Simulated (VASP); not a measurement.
# Si (P6_3/mmc) in VASP: notebook

The runs below take Si through single point, with LDA.

All numbers are computed with VASP 6.6.1; they aren't measurements. Logs are shortened: lines on timing, memory, paths and dates and some standing lists are left out, and cuts for length are marked.

**1. The cell of the first run**

The structure is hexagonal, space group P6_3/mmc (No. 194). The conventional cell has a = 3.688 Å, b = 3.688 Å, c = 6.368 Å, α = 90.00°, β = 90.00°, γ = 120.00°. Si (site symmetry 3m) has 4 Si at 2.29 to 2.34 Å within 3.0 Å.

This isn't the form of Si at room conditions, which is diamond.

**2. Single point, LDA**

INCAR

```
SYSTEM = Si
  PREC = Accurate
  ENCUT = 520
  EDIFF = 1E-6
  ISMEAR = 0
  SIGMA = 0.02
  LREAL = .False.
  LASPH = .True.
  NELM = 80
  ALGO = Normal
  ISIF = 2
  LWAVE = .False.
  LCHARG = .True.
  GGA = CA
  LELF = .True.
  LVHAR = .True.
  NBANDS = 16
```

KPOINTS

```
regular mesh
0
Gamma
  12 12 6
  0 0 0
```

POSCAR

```
Si
1.0
    3.6879162150      0.0000000000      0.0000000000
   -1.8439581075      3.1938291292      0.0000000000
    0.0000000000      0.0000000000      6.3676854687
Si
4
Direct
    0.3333333333      0.6666666667      0.0661679631
    0.6666666667      0.3333333333      0.5661679631
    0.3333333333      0.6666666667      0.4338320369
    0.6666666667      0.3333333333      0.9338320369
```

Potentials or basis: VASP PAW LDA potentials, release 64 (Si).

Command:

```bash
> cat potpaw_LDA.64/Si/POTCAR > POTCAR
> mpirun -np 1 vasp_std > vasp.out
```

OUTCAR:

```text
SYSTEM = Si
   PREC = Accurate
   ENCUT = 520
   EDIFF = 1E-6
   ISMEAR = 0
   LREAL = .False.
   LASPH = .True.
   NELM = 80
   ISIF = 2
   GGA = CA

 ion  position               nearest neighbor table
   1  0.333  0.667  0.066-   4 2.29   4 2.29   4 2.29   3 2.34
   2  0.667  0.333  0.566-   3 2.29   3 2.29   3 2.29   4 2.34
   3  0.333  0.667  0.434-   2 2.29   2 2.29   2 2.29   1 2.34
   4  0.667  0.333  0.934-   1 2.29   1 2.29   1 2.29   2 2.34

  LATTYP: Found a hexagonal cell.
 ALAT       =     3.6879162150
 C/A-ratio  =     1.7266350691

  Lattice vectors:

 A1 = (   3.6879162150,   0.0000000000,   0.0000000000)
 A2 = (  -1.8439581075,   3.1938291292,   0.0000000000)
 A3 = (   0.0000000000,   0.0000000000,   6.3676854687)

Analysis of symmetry for initial positions (statically):
=====================================================================
 Subroutine PRICEL returns:
 Original cell was already a primitive cell.

 Routine SETGRP: Setting up the symmetry group for a
 hexagonal supercell.

 Subroutine GETGRP returns: Found 24 space group operations
 (whereof 12 operations were pure point group operations)
 out of a pool of 24 trial point group operations.

The static configuration has the point symmetry D_3d.
 The point group associated with its full space group is D_6h.

Analysis of symmetry for dynamics (positions and initial velocities):
=====================================================================
 Subroutine PRICEL returns:
 Original cell was already a primitive cell.

 Routine SETGRP: Setting up the symmetry group for a
 hexagonal supercell.

 Subroutine GETGRP returns: Found 24 space group operations
 (whereof 12 operations were pure point group operations)
 out of a pool of 24 trial point group operations.

The dynamic configuration has the point symmetry D_3d.
 The point group associated with its full space group is D_6h.

 Subroutine INISYM returns: Found 24 space group operations
 (whereof 12 operations are pure point group operations),
 and found     1 'primitive' translations

----------------------------------------------------------------------------------------

                                     Primitive cell

  volume of cell :      75.0023

  direct lattice vectors                    reciprocal lattice vectors
     3.687916215  0.000000000  0.000000000     0.271155835  0.156551894  0.000000000
[... 93 lines left out ...]
   NSW    =      0    number of steps for IOM
   IBRION =     -1    ionic relax: 0-MD 1-quasi-New 2-CG
   NFREE  =      0    steps in history (QN), initial steepest desc. (CG)
   ISIF   =      2    stress and relaxation
   ISYM   =      2    0-nonsym 1-usesym 2-fastsym
   POTIM  = 0.5000    time-step for ionic-motion
   TEBEG  =    0.0;   TEEND  =   0.0 temperature during run
   PSTRESS=    0.0 pullay stress
   NELECT =      16.0000    total number of electrons
   NUPDOWN=      -1.0000    fix difference up-down
   EMIN   =  10.00;   EMAX   =-10.00  energy-range for DOS
   EFERMI =   0.00;   METHOD = LEGACY
   ISMEAR =     0;   SIGMA  =   0.02  broadening in eV -4-tet -1-fermi 0-gaus
   EFERMI_NEDOS =   21; number of points for ismear=-14 and -15
   IALGO  =     38    algorithm
   IMIX   =      4    mixing-type and parameters
     AMIX     =   0.40;   BMIX     =  1.00
     AMIX_MAG =   1.60;   BMIX_MAG =  1.00
  volume/ion in A,a.u.               =      18.75       126.54
  Fermi-wavevector in a.u.,A,eV,Ry     =   0.978190  1.848512 13.018822  0.956856
  Thomas-Fermi vector in A             =   2.108947
   LORBIT       =      0    0 simple, 1 ext, 2 COOP (PROOUT), +10 PAW based schemes
   GGA     = CA    functional components
   LHFCALC =     F    Hartree Fock is set to
   AEXX    =    0.0000 exact exchange contribution
   IVDW    =     0    specifies the selected vdW correction
   LEPSILON=     F    determine dielectric tensor
   LRPA    =     F    only Hartree local field effects (RPA)
 non-spin polarized calculation
 Gauss-broadening in eV      SIGMA  =   0.02
  energy-cutoff  :      520.00
  volume of cell :       75.00
 maximum number of plane-waves:      2037
 NGX is ok and might be reduce to    28
   NGX = 13   NGY = 13   NGZ = 23

 number of electron      16.0000000 magnetization

 Free energy of the ion-electron system (eV)
  ---------------------------------------------------
  ext. energy  EPLUGINS =         0.00000000
  ---------------------------------------------------
  free energy    TOTEN  =       -23.69126577 eV

  energy without entropy =      -23.69126577  energy(sigma->0) =      -23.69126577

 E-fermi :   6.9729     XC(G=0):  -9.8553

 val. band max:        6.8871714482   @ k =   0.0000   0.0000   0.0000
 cond. band min:       7.0711940138   @ k =   0.3333   0.3333   0.0000
 fundamental gap:      0.1840225656
 Fermi energy:         6.9729106380

 k-point     1 :       0.0000    0.0000    0.0000
  band No.  band energies     occupation
      1      -5.9684      2.00000
      2      -3.7195      2.00000
      3      -0.9793      2.00000
      4       5.4288      2.00000
      5       5.4288      2.00000
      6       6.0218      2.00000
[... 433 lines left out ...]
      3      -0.4361      2.00000
      4       1.6951      2.00000
      5       1.9247      2.00000
      6       4.0681      2.00000
[... 8 lines left out ...]
     15      14.2392      0.00000
     16      14.4049      0.00000

 [... further k-points ...]

------------------------ aborting loop because EDIFF is reached ----------------------------------------

  FORCE on cell =-STRESS in cart. coord.  units (eV):
  Direction    XX          YY          ZZ          XY          YZ          ZX
  --------------------------------------------------------------------------------------
  -------------------------------------------------------------------------------------
  Total        3.5776554      3.5776554      0.0125590      0.0000000      0.0000000      0.0000000
  in kB       76.4248785     76.4248785      0.2682824      0.0000000      0.0000000      0.0000000
  external PRESSURE =      51.0393464 kB  Pullay stress =       0.0000000 kB

 VOLUME and BASIS-vectors are now :
 -----------------------------------------------------------------------------
  energy-cutoff  :      520.00
  volume of cell :       75.00
      direct lattice vectors                 reciprocal lattice vectors
     3.687916215  0.000000000  0.000000000     0.271155835  0.156551894  0.000000000
    -1.843958107  3.193829129  0.000000000     0.000000000  0.313103788  0.000000000
     0.000000000  0.000000000  6.367685469     0.000000000  0.000000000  0.157042933

 POSITION                                       TOTAL-FORCE (eV/Angst)
 -----------------------------------------------------------------------------------
     -0.00000      2.12922      0.42134        -0.000000      0.000000      0.001801
      1.84396      1.06461      3.60518         0.000000     -0.000000      0.001801
     -0.00000      2.12922      2.76251         0.000000      0.000000     -0.001801
      1.84396      1.06461      5.94635        -0.000000     -0.000000     -0.001801
 -----------------------------------------------------------------------------------
    total drift:                               -0.000000      0.000000     -0.000000

  FREE ENERGIE OF THE ION-ELECTRON SYSTEM (eV)
  ---------------------------------------------------
  free  energy   TOTEN  =       -23.6912657659 eV

  energy  without entropy=      -23.6912657659  energy(sigma->0) =      -23.69126577
```

OSZICAR:

```text
N       E                     dE             d eps       ncg     rms          rms(c)
DAV:   1     0.241144693236E+02    0.24114E+02   -0.60261E+03  2432   0.825E+02
DAV:   2    -0.224758008416E+02   -0.46590E+02   -0.42336E+02  3320   0.123E+02
DAV:   3    -0.243045757012E+02   -0.18288E+01   -0.18137E+01  3280   0.226E+01
DAV:   4    -0.243259875803E+02   -0.21412E-01   -0.21408E-01  2952   0.318E+00
DAV:   5    -0.243263489439E+02   -0.36136E-03   -0.36134E-03  3352   0.388E-01    0.771E+00
DAV:   6    -0.238797198191E+02    0.44663E+00   -0.19314E-01  2864   0.212E+00    0.462E+00
DAV:   7    -0.236917616760E+02    0.18796E+00   -0.35266E-01  3016   0.287E+00    0.412E-01
DAV:   8    -0.236913250222E+02    0.43665E-03   -0.32109E-02  2864   0.992E-01    0.173E-01
DAV:   9    -0.236912852439E+02    0.39778E-04   -0.11141E-03  3184   0.193E-01    0.918E-02
DAV:  10    -0.236912644300E+02    0.20814E-04   -0.16669E-04  3152   0.710E-02    0.200E-02
DAV:  11    -0.236912658229E+02   -0.13929E-05   -0.11785E-05  3232   0.190E-02    0.179E-02
DAV:  12    -0.236912657659E+02    0.57024E-07   -0.41087E-07  1832   0.411E-03
   1 F= -.23691266E+02 E0= -.23691266E+02  d E =-.273431E-12
```

Wall time 39 s (1 thread of Intel Xeon Platinum 8488C (Sapphire Rapids), shared host); peak memory 0.19 GiB.

What came out:

```
Free energy            : -23.6913 eV
Pressure               : 5.1 GPa
Band gap on the k mesh : 0.18 eV (least direct gap 1.52 eV)
```

Caveat: the stress differs along the axes, from 0 to 8 GPa.

**3. Single point, LDA (biaxial strain in the a-b plane: -3.0 %)**

INCAR

```
SYSTEM = Si
PREC = Accurate
ENCUT = 520
EDIFF = 1E-6
ISMEAR = 0
SIGMA = 0.02
LREAL = .False.
LASPH = .True.
NELM = 60
ALGO = Normal
ISIF = 2
LWAVE = .False.
LCHARG = .False.
NBANDS = 16
```

KPOINTS is that of step 2.

POSCAR

```
Si
1.0
    3.6879162150      0.0000000000      0.0000000000
   -1.8439581075      3.1938291292      0.0000000000
    0.0000000000      0.0000000000      6.4023243704
Si
4
Direct
    0.3333333333      0.6666666667      0.0645367061
    0.6666666667      0.3333333333      0.5645367061
    0.3333333333      0.6666666667      0.4354632939
    0.6666666667      0.3333333333      0.9354632939
```

Potentials or basis: VASP PAW LDA potentials, release 64 (Si).

Command:

```bash
> cat potpaw_LDA.64/Si/POTCAR > POTCAR
> mpirun -np 1 vasp_std > vasp.out
```

It took 37 s on 1 thread of Intel Xeon Platinum 8488C (Sapphire Rapids), shared host; peak memory 0.19 GiB.

The run converged. Its results:

- Free energy: -23.6813 eV
- Pressure: 4.7 GPa
- Largest force: 0.337 eV/Å
- Band gap on the k mesh: 0.33 eV (least direct gap 1.47 eV)

Forces on the atoms (eV/Å):
```
Si   0.000  0.000  0.337
Si   0.000  0.000  0.337
Si   0.000  0.000 -0.337
Si   0.000  0.000 -0.337
```

Stress tensor (GPa, compression positive):
```
 8.15  0.00  0.00
 0.00  8.15  0.00
 0.00  0.00 -2.18
```

Levels at points of the mesh, in eV from the valence-band top:
```tsv
k point	band 4	band 5	band 6	band 7	band 8	band 9	band 10	band 11	band 12	band 13
(0.00, 0.00, 0.00)	-1.39	-1.39	-0.70	0.00	0.00	1.47	1.60	2.12	2.12	4.14
(0.50, 0.00, 0.00)	-6.43	-5.03	-3.33	-3.12	-1.62	0.33	2.24	2.53	3.10	3.81
(0.00, 0.00, 0.50)	-4.78	-0.84	-0.84	-0.84	-0.84	2.24	2.24	3.03	3.03	3.03
(0.50, 0.00, 0.50)	-7.64	-2.86	-2.86	-2.52	-2.52	0.63	0.63	1.31	1.31	5.52
```

Caveat: the cell differs from its parent crystal (biaxial strain in the a-b plane: -3.0 %); the stress differs along the axes, from -2 to 8 GPa. A k mesh can miss the band edges.

(Part 1 of 2 ends here.)
